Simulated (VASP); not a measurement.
Set up this calculation in VASP 6.6.1, as the native input.

```yaml
Task: single point
Functional: r2SCAN
Potentials_or_basis: VASP PAW PBE potentials, release 64 (Sn_d, Te)
Cutoff: 520 eV
k_mesh: 8 × 8 × 8
Occupations: fermi-dirac, width 0.02 eV
Spin: no spin polarisation
Dipole_correction: no
Further_INCAR_settings: ALGO = Normal; EDIFF = 1e-06; NBANDS = 17
```

The system is SnTe.

```xyz
2
Lattice="0.0000 3.2939 3.1811 3.2939 0.0000 3.1811 3.2939 3.2939 0.0000" Properties=species:S:1:pos:R:3 pbc="T T T"
Sn    0.0000    0.0000    0.0000
Te    3.2939    3.2939    3.1811
```

This cell differs from its parent crystal: epitaxial xy strain +3.3%.

The input as run:

POSCAR

```
SnTe
1.0
    0.0000000000      3.2939400582      3.1811413232
    3.2939400582      0.0000000000      3.1811413232
    3.2939400582      3.2939400582      0.0000000000
Sn Te
1 1
Direct
    0.0000000000      0.0000000000      0.0000000000
    0.5000000000      0.5000000000      0.5000000000
```

INCAR.step1

```
SYSTEM = SnTe
  PREC = Accurate
  ENCUT = 520
  ISMEAR = -1
  SIGMA = 0.02
  LREAL = .False.
  LASPH = .True.
  NELM = 60
  NBANDS = 17
  GGA = PE
  ALGO = Normal
  EDIFF = 1E-4
  LWAVE = .True.
  LCHARG = .False.
```

INCAR.step2

```
SYSTEM = SnTe
  PREC = Accurate
  ENCUT = 520
  EDIFF = 1E-6
  ISMEAR = -1
  SIGMA = 0.02
  LREAL = .False.
  LASPH = .True.
  NELM = 60
  ALGO = Normal
  ISIF = 2
  LWAVE = .False.
  LCHARG = .False.
  METAGGA = R2SCAN
  LMIXTAU = .True.
  NBANDS = 17
  ISTART = 1
```

KPOINTS

```
regular mesh
0
Gamma
  8 8 8
  0 0 0
```

Potentials or basis: VASP PAW PBE potentials, release 64 (Sn_d, Te).

Launch:

```console
$ cat potpaw_PBE.64/Sn_d/POTCAR potpaw_PBE.64/Te/POTCAR > POTCAR
$ cp INCAR.step1 INCAR
$ mpirun -np 1 vasp_std > vasp.out
$ cp INCAR.step2 INCAR
$ mpirun -np 1 vasp_std > vasp.out
```

It gave:

```
Pressure               : -2.3 GPa
Band gap on the k mesh : 0.25 eV, direct
```

Caveat: the cell differs from its parent crystal (epitaxial xy strain +3.3%); the PAW data sets were made with another functional, which shifts forces and pressure a little; spin-orbit coupling is left out, which moves the levels of the heavy elements.

It used 370 s of CPU time on 1 thread of AMD EPYC 7R13 Processor (Zen 3), on a shared host.
